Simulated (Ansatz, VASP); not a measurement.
**NaI in VASP and in Ansatz**

The input INCAR:

```
SYSTEM = NaI
PREC = Accurate ; ENCUT = 520
EDIFF = 1E-6 ; ISMEAR = 0
SIGMA = 0.01 ; LREAL = .False.
LASPH = .True. ; NELM = 100
ALGO = Normal ; ISIF = 2
LWAVE = .False. ; LCHARG = .True.
LELF = .True. ; LVHAR = .True.
NBANDS = 14
```

The input KPOINTS:

```
regular mesh
0
Gamma
  8 8 8
  0 0 0
```

File POSCAR:

```
NaI
1.0
    0.0000000000      3.2296783870      3.2296783870
    3.2296783870      0.0000000000      3.2296783870
    3.2296783870      3.2296783870      0.0000000000
Na I
1 1
Direct
    0.0000000000      0.0000000000      0.0000000000
    0.5000000000      0.5000000000      0.5000000000
```

Input for Ansatz:

```yaml
crystal:
  lattice:
    - [0.0, 3.229678387, 3.229678387]
    - [3.229678387, 0.0, 3.229678387]
    - [3.229678387, 3.229678387, 0.0]
  atoms:
    - { symbol: Na, position: [0.0, 0.0, 0.0] }
    - { symbol: I, position: [0.5, 0.5, 0.5] }
kpoints:
  mp_grid: { grid: [8, 8, 8] }
  band_path:
    path:
      - [0.0, 0.0, 0.0]
      - [0.5, 0.0, 0.5]
      - [0.625, 0.25, 0.625]
      - [0.375, 0.375, 0.75]
      - [0.5, 0.5, 0.5]
      - [0.5, 0.25, 0.75]
    npoints: 1
hamiltonian:
  xc: lda
scf:
  occupations: { method: fixed }
  n_extra_bands: 4
output:
  forces: true
  stress: true
  eigenvalues: true
```

Alike in both runs: task single point; functional LDA; k mesh 8 × 8 × 8; no spin polarisation.

|  | VASP | Ansatz |
| --- | --- | --- |
| version | VASP 6.6.1 | Ansatz 0.2.0 |
| potentials or method | VASP PAW LDA potentials, release 64 (Na_pv, I) | plane waves, PAW |
| plane-wave cutoff (eV) | 520 | 420 |
| occupations | gaussian, width 0.01 eV | fixed |
| valence electrons in the cell | 14 | 26 |

|  | VASP | Ansatz | Ansatz less VASP |
| --- | --- | --- | --- |
| gap on the k mesh at the Fermi level (eV) | 3.36 | 3.35 | -0.012 |
| pressure (GPa) | -1.5 | -1.6 | -0.02 |

LDA's correlation is that of Perdew and Zunger in VASP and of Perdew and Wang (1992) in Ansatz. VASP's potentials hold 14 valence electrons a cell and Ansatz's 26, so a difference there can come from the potentials and not from the codes.

Spin-orbit coupling is off throughout.
